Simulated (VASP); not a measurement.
# Cs2SnI6 (Fm-3m) in VASP: electric field gradients with PBEsol

Aim: the electric field gradients of Cs2SnI6 with PBEsol.

All numbers are computed with VASP 6.6.1; they aren't measurements. Logs are shortened: lines on timing, memory, paths and dates and some standing lists are left out, and cuts for length are marked.

## Step 1: The cell of the first run

The structure is cubic, space group Fm-3m (No. 225). Conventional cell: a = 11.537 Å, b = 11.537 Å, c = 11.537 Å, α = 90.00°, β = 90.00°, γ = 90.00°. Within 5.4 Å of Cs (site symmetry -43m) lie 12 I at 4.08 Å and 4 Sn at 5.00 Å. Sn (site symmetry m-3m) has 6 I at 2.88 Å within 3.8 Å. Within 3.8 Å of I (site symmetry 4mm) lie 1 Sn at 2.88 Å.

## Step 2: Electric field gradients, PBEsol

Contents of INCAR:

```
  ALGO = Normal
  EDIFF = 1E-8
  ENCUT = 400
  GGA = PS
  GGA_COMPAT = F
  ISIF = 2
  ISMEAR = -1
  LASPH = T
  LCHARG = F
  LEFG = T
  LREAL = F
  LWAVE = F
  NBANDS = 47
  NELM = 120
  PREC = Accurate
  SIGMA = 0.15
```

Contents of KPOINTS:

```
k-points
0
Gamma
  6 6 6
```

Contents of POSCAR:

```
Cs2SnI6
1.0
    0.0000000000      5.7686198051      5.7686198051
    5.7686198051      0.0000000000      5.7686198051
    5.7686198051      5.7686198051      0.0000000000
Cs Sn I
2 1 6
Direct
    0.2500000000      0.2500000000      0.2500000000
    0.7500000000      0.7500000000      0.7500000000
    0.0000000000      0.0000000000      0.0000000000
    0.7504262843      0.2495737157      0.2495737157
    0.2495737157      0.7504262843      0.2495737157
    0.2495737157      0.7504262843      0.7504262843
    0.7504262843      0.2495737157      0.7504262843
    0.2495737157      0.2495737157      0.7504262843
    0.7504262843      0.7504262843      0.2495737157
```

Potentials or basis: VASP PAW PBE potentials, release 64 (Cs_sv, Sn_d, I).

The run is started by

```sh
$ cat potpaw_PBE.64/Cs_sv/POTCAR potpaw_PBE.64/Sn_d/POTCAR potpaw_PBE.64/I/POTCAR > POTCAR
$ mpirun -np 1 vasp_std > vasp.out
```

OUTCAR:

```text
EDIFF = 1E-8
   ENCUT = 400
   GGA = PS
   ISIF = 2
   ISMEAR = -1
   LASPH = T
   LREAL = F
   NELM = 120
   PREC = Accurate

 ion  position               nearest neighbor table
   1  0.250  0.250  0.250-
   2  0.750  0.750  0.750-
   3  0.000  0.000  0.000-   4 2.88   5 2.88   6 2.88   7 2.88   8 2.88   9 2.88
   4  0.750  0.250  0.250-   3 2.88
   5  0.250  0.750  0.250-   3 2.88
   6  0.250  0.750  0.750-   3 2.88
   7  0.750  0.250  0.750-   3 2.88
   8  0.250  0.250  0.750-   3 2.88
   9  0.750  0.750  0.250-   3 2.88

  LATTYP: Found a face centered cubic cell.
 ALAT       =    11.5372396102

  Lattice vectors:

 A1 = (   0.0000000000,   5.7686198051,   5.7686198051)
 A2 = (   5.7686198051,   0.0000000000,   5.7686198051)
 A3 = (   5.7686198051,   5.7686198051,   0.0000000000)

Analysis of symmetry for initial positions (statically):
=====================================================================
 Subroutine PRICEL returns:
 Original cell was already a primitive cell.

 Routine SETGRP: Setting up the symmetry group for a
 face centered cubic supercell.

 Subroutine GETGRP returns: Found 48 space group operations
 (whereof 48 operations were pure point group operations)
 out of a pool of 48 trial point group operations.

The static configuration has the point symmetry O_h .

Analysis of symmetry for dynamics (positions and initial velocities):
=====================================================================
 Subroutine PRICEL returns:
 Original cell was already a primitive cell.

 Routine SETGRP: Setting up the symmetry group for a
 face centered cubic supercell.

 Subroutine GETGRP returns: Found 48 space group operations
 (whereof 48 operations were pure point group operations)
 out of a pool of 48 trial point group operations.

The dynamic configuration has the point symmetry O_h .

 Subroutine INISYM returns: Found 48 space group operations
 (whereof 48 operations are pure point group operations),
 and found     1 'primitive' translations

----------------------------------------------------------------------------------------

                                     Primitive cell

  volume of cell :     383.9244

  direct lattice vectors                    reciprocal lattice vectors
     0.000000000  5.768619805  5.768619805    -0.086675846  0.086675846  0.086675846
     5.768619805  0.000000000  5.768619805     0.086675846 -0.086675846  0.086675846
     5.768619805  5.768619805  0.000000000     0.086675846  0.086675846 -0.086675846

  length of vectors
     8.158060365  8.158060365  8.158060365     0.150126969  0.150126969  0.150126969

  position of ions in fractional coordinates (direct lattice)
     0.250000000  0.250000000  0.250000000
     0.750000000  0.750000000  0.750000000
     0.000000000  0.000000000  0.000000000
     0.750426284  0.249573716  0.249573716
     0.249573716  0.750426284  0.249573716
     0.249573716  0.750426284  0.750426284
     0.750426284  0.249573716  0.750426284
     0.249573716  0.249573716  0.750426284
     0.750426284  0.750426284  0.249573716

  ion indices of the primitive-cell ions
   primitive index   ion index
                 1           1
                 2           2
                 3           3
                 4           4
                 5           5
                 6           6
                 7           7
                 8           8
                 9           9

----------------------------------------------------------------------------------------

 KPOINTS: k-points

Automatic generation of k-mesh.
 Grid dimensions read from file:
 generate k-points for:    6    6    6

 Generating k-lattice:

  Cartesian coordinates                     Fractional coordinates (reciprocal lattice)
    -0.014445974  0.014445974  0.014445974     0.166666667  0.000000000  0.000000000
     0.014445974 -0.014445974  0.014445974     0.000000000  0.166666667  0.000000000
     0.014445974  0.014445974 -0.014445974     0.000000000  0.000000000  0.166666667

  Length of vectors
     0.025021161  0.025021161  0.025021161

  Shift w.r.t. Gamma in fractional coordinates (k-lattice)
     0.000000000  0.000000000  0.000000000

 Subroutine IBZKPT returns following result:
 ===========================================

 Found     16 irreducible k-points:

 Following reciprocal coordinates:
            Coordinates               Weight
  0.000000  0.000000  0.000000      1.000000
  0.166667  0.000000  0.000000      8.000000
  0.333333  0.000000  0.000000      8.000000
  0.500000  0.000000  0.000000      4.000000
  0.166667  0.166667  0.000000      6.000000
  0.333333  0.166667  0.000000     24.000000
[... 8 lines left out ...]
 -0.333333  0.333333  0.166667     24.000000
 -0.333333  0.500000  0.166667     12.000000
   k-points           NKPTS =     16   k-points in BZ     NKDIM =     16   number of bands    NBANDS=     47
   number of dos      NEDOS =    301   number of ions     NIONS =      9
   total plane-waves  NPLWV = 157464
   dimension x,y,z NGX =    54 NGY =   54 NGZ =   54
   dimension x,y,z NGXF=   108 NGYF=  108 NGZF=  108
   ions per type =               2   1   6
   NGX,Y,Z   is equivalent  to a cutoff of  11.00, 11.00, 11.00 a.u.
   NGXF,Y,Z  is equivalent  to a cutoff of  22.01, 22.01, 22.01 a.u.
 SYSTEM =  unknown system
   PREC   = accura    normal or accurate (medium, high low for compatibility)
   ISTART =      0    job   : 0-new  1-cont  2-samecut
   ICHARG =      2    charge: 1-file 2-atom 10-const
   ISPIN  =      1    spin polarized calculation?
   LNONCOLLINEAR =      F non collinear calculations
   LSORBIT =      F    spin-orbit coupling
   LASPH  =      T    aspherical Exc in radial PAW
   ENCUT  =  400.0 eV  29.40 Ry    5.42 a.u.  13.30 13.30 13.30*2*pi/ulx,y,z
   NELM   =    120;   NELMIN=  2; NELMDL= -5     # of ELM steps
   EDIFF  = 0.1E-07   stopping-criterion for ELM
   LREAL  =      F    real-space projection
   EDIFFG = 0.1E-06   stopping-criterion for IOM
   NSW    =      0    number of steps for IOM
   IBRION =     -1    ionic relax: 0-MD 1-quasi-New 2-CG
   NFREE  =      0    steps in history (QN), initial steepest desc. (CG)
   ISIF   =      2    stress and relaxation
   ISYM   =      2    0-nonsym 1-usesym 2-fastsym
   POTIM  = 0.5000    time-step for ionic-motion
   TEBEG  =    0.0;   TEEND  =   0.0 temperature during run
   PSTRESS=    0.0 pullay stress
   NELECT =      74.0000    total number of electrons
   NUPDOWN=      -1.0000    fix difference up-down
   EMIN   =  10.00;   EMAX   =-10.00  energy-range for DOS
   EFERMI =   0.00;   METHOD = LEGACY
   ISMEAR =    -1;   SIGMA  =   0.15  broadening in eV -4-tet -1-fermi 0-gaus
   EFERMI_NEDOS =   21; number of points for ismear=-14 and -15
   IALGO  =     38    algorithm
   IMIX   =      4    mixing-type and parameters
     AMIX     =   0.40;   BMIX     =  1.00
     AMIX_MAG =   1.60;   BMIX_MAG =  1.00
  volume/ion in A,a.u.               =      42.66       287.87
  Fermi-wavevector in a.u.,A,eV,Ry     =   0.945664  1.787046 12.167422  0.894280
  Thomas-Fermi vector in A             =   2.073587
   LORBIT       =      0    0 simple, 1 ext, 2 COOP (PROOUT), +10 PAW based schemes
   GGA     = PS    functional components
   LHFCALC =     F    Hartree Fock is set to
   AEXX    =    0.0000 exact exchange contribution
   IVDW    =     0    specifies the selected vdW correction
   LEPSILON=     F    determine dielectric tensor
   LRPA    =     F    only Hartree local field effects (RPA)
 non-spin polarized calculation
  energy-cutoff  :      400.00
  volume of cell :      383.92
 maximum number of plane-waves:      6999
 NGX is ok and might be reduce to    54
   NGX = 27   NGY = 27   NGZ = 27

 number of electron      73.9999965 magnetization

 Free energy of the ion-electron system (eV)
  ---------------------------------------------------
  ext. energy  EPLUGINS =         0.00000000
  ---------------------------------------------------
  free energy    TOTEN  =       -24.91865245 eV

  energy without entropy =      -24.80354109  energy(sigma->0) =      -24.86109677

 E-fermi :   2.3542     XC(G=0):  -8.2567

 val. band max:        2.2868943956   @ k =   0.1667   0.0000   0.0000
 cond. band min:       2.4096191142   @ k =   0.1667   0.1667   0.0000
 fundamental gap:      0.1227247187
 Fermi energy:         2.3541814620

 k-point     1 :       0.0000    0.0000    0.0000
  band No.  band energies     occupation
      1     -19.2459      2.00000
      2     -19.2459      2.00000
      3     -19.1942      2.00000
      4     -19.1942      2.00000
      5     -19.1942      2.00000
      6     -18.3623      2.00000
[... 39 lines left out ...]
     46       6.9415      0.00000
     47       6.9415      0.00000
[... 748 lines left out ...]
     46       8.1245      0.00000
     47       8.1665      0.00000

------------------------ aborting loop because EDIFF is reached ----------------------------------------

  FORCE on cell =-STRESS in cart. coord.  units (eV):
  Direction    XX          YY          ZZ          XY          YZ          ZX
  --------------------------------------------------------------------------------------
  -------------------------------------------------------------------------------------
  Total        0.0330054      0.0330054      0.0330054     -0.0000000      0.0000000      0.0000000
  in kB        0.1377368      0.1377368      0.1377368     -0.0000000      0.0000000      0.0000000
  external PRESSURE =       0.1377368 kB  Pullay stress =       0.0000000 kB

 VOLUME and BASIS-vectors are now :
 -----------------------------------------------------------------------------
  energy-cutoff  :      400.00
  volume of cell :      383.92
      direct lattice vectors                 reciprocal lattice vectors
     0.000000000  5.768619805  5.768619805    -0.086675846  0.086675846  0.086675846
     5.768619805  0.000000000  5.768619805     0.086675846 -0.086675846  0.086675846
     5.768619805  5.768619805  0.000000000     0.086675846  0.086675846 -0.086675846

 POSITION                                       TOTAL-FORCE (eV/Angst)
 -----------------------------------------------------------------------------------
      2.88431      2.88431      2.88431         0.000000      0.000000      0.000000
      8.65293      8.65293      8.65293        -0.000000     -0.000000      0.000000
      0.00000      0.00000      0.00000        -0.000000      0.000000      0.000000
      2.87939      5.76862      5.76862         0.003998      0.000000      0.000000
      5.76862      2.87939      5.76862        -0.000000      0.003998      0.000000
      8.65785      5.76862      5.76862        -0.003998      0.000000      0.000000
      5.76862      8.65785      5.76862        -0.000000     -0.003998      0.000000
      5.76862      5.76862      2.87939        -0.000000      0.000000      0.003998
      5.76862      5.76862      8.65785        -0.000000      0.000000     -0.003998
 -----------------------------------------------------------------------------------
    total drift:                                0.000000      0.000000      0.000000

  FREE ENERGIE OF THE ION-ELECTRON SYSTEM (eV)
  ---------------------------------------------------
  free  energy   TOTEN  =       -24.9186524483 eV

  energy  without entropy=      -24.8035410946  energy(sigma->0) =      -24.86109677

 Electric field gradients (V/A^2)
---------------------------------------------------------------------
 ion       V_xx      V_yy      V_zz      V_xy      V_xz      V_yz
---------------------------------------------------------------------
   1       0.000     0.000    -0.000    -0.001    -0.001    -0.001
   2       0.000     0.000    -0.000    -0.001    -0.001    -0.001
   3      -0.000     0.000     0.000     0.003     0.003     0.003
   4     523.511  -261.755  -261.755     0.001     0.001     0.000
   5    -261.755   523.511  -261.755     0.001     0.000     0.001
   6     523.511  -261.755  -261.755     0.001     0.001     0.000
   7    -261.755   523.511  -261.755     0.001     0.000     0.001
   8    -261.755  -261.755   523.511     0.000     0.001     0.001
   9    -261.755  -261.755   523.511     0.000     0.001     0.001
---------------------------------------------------------------------

 Electric field gradients after diagonalization (V/A^2)
 (convention: |V_zz| > |V_xx| > |V_yy|)
----------------------------------------------------------------------
 ion       V_xx      V_yy      V_zz     asymmetry (V_yy - V_xx)/ V_zz
----------------------------------------------------------------------
   1       0.001     0.001    -0.001       0.000
   2       0.001     0.001    -0.001       0.000
   3      -0.003    -0.003     0.007       0.000
   4    -261.755  -261.755   523.511       0.000
   5    -261.755  -261.755   523.511       0.000
   6    -261.755  -261.755   523.511       0.000
   7    -261.755  -261.755   523.511       0.000
   8    -261.755  -261.755   523.511       0.000
   9    -261.755  -261.755   523.511       0.000
----------------------------------------------------------------------

           NMR quadrupolar parameters

 Cq : quadrupolar parameter    Cq=e*Q*V_zz/h
 eta: asymmetry parameters     (V_yy - V_xx)/ V_zz
 Q  : nuclear electric quadrupole moment in mb (millibarn)
----------------------------------------------------------------------
 ion       Cq(MHz)       eta       Q (mb)
----------------------------------------------------------------------
   1      -0.000       0.000       1.000
   2      -0.000       0.000       1.000
   3       0.000       0.000       1.000
   4       1.266       0.000       1.000
   5       1.266       0.000       1.000
   6       1.266       0.000       1.000
   7       1.266       0.000       1.000
   8       1.266       0.000       1.000
   9       1.266       0.000       1.000
----------------------------------------------------------------------
```

Run time: 6.9 min. Hardware: 1 thread of Intel Xeon 8259CL, shared host; peak memory 0.51 GiB.

What came out:

* Free energy: -24.9187 eV
* Pressure: 0.0 GPa
* Largest force: 0.004 eV/Å
* Band gap on the k mesh: zero (filled and empty bands touch)
* Largest electric field gradient by atom: Cs +0.0; Sn +0.0; I +523.5 V/Å²

Forces in eV/Å, atoms in the order of the input:
```
Cs   0.000  0.000  0.000
Cs   0.000  0.000  0.000
Sn   0.000  0.000  0.000
I    0.004  0.000  0.000
I    0.000  0.004  0.000
I   -0.004  0.000  0.000
I    0.000 -0.004  0.000
I    0.000  0.000  0.004
I    0.000  0.000 -0.004
```

Levels at points of the mesh, in eV from the Fermi level:
```tsv
k point	band 35	band 36	band 37	band 38	band 39	band 40
(0.00, 0.00, 0.00)	-0.46	-0.33	-0.33	-0.33	3.51	3.51
(0.50, 0.00, 0.00)	-0.77	-0.63	-0.63	0.64	2.95	4.69
(0.50, 0.50, 0.00)	-1.06	-0.94	-0.36	1.04	4.06	4.06
```

Electric field gradients, principal values (V/Å²):
| atom | least | middle | greatest (by size) |
| --- | --- | --- | --- |
| 1 Cs | -0.001 | 0.001 | 0.001 |
| 2 Cs | -0.001 | 0.001 | 0.001 |
| 3 Sn | -0.003 | -0.003 | 0.007 |
| 4 I | -261.755 | -261.755 | 523.511 |
| 5 I | -261.755 | -261.755 | 523.511 |
| 6 I | -261.755 | -261.755 | 523.511 |
| 7 I | -261.755 | -261.755 | 523.511 |
| 8 I | -261.755 | -261.755 | 523.511 |
| 9 I | -261.755 | -261.755 | 523.511 |

Caveat: semilocal functionals underestimate gaps, and a narrow one can read as zero; without QUAD_EFG the Cq values of the log hold for a quadrupole moment of 1 mb, not for the nuclei; the PAW data sets were made with another functional, which shifts forces and pressure a little; spin-orbit coupling is left out, which moves the levels of the heavy elements.

The gap in the log of VASP goes by the Fermi energy; the results here count the filled bands.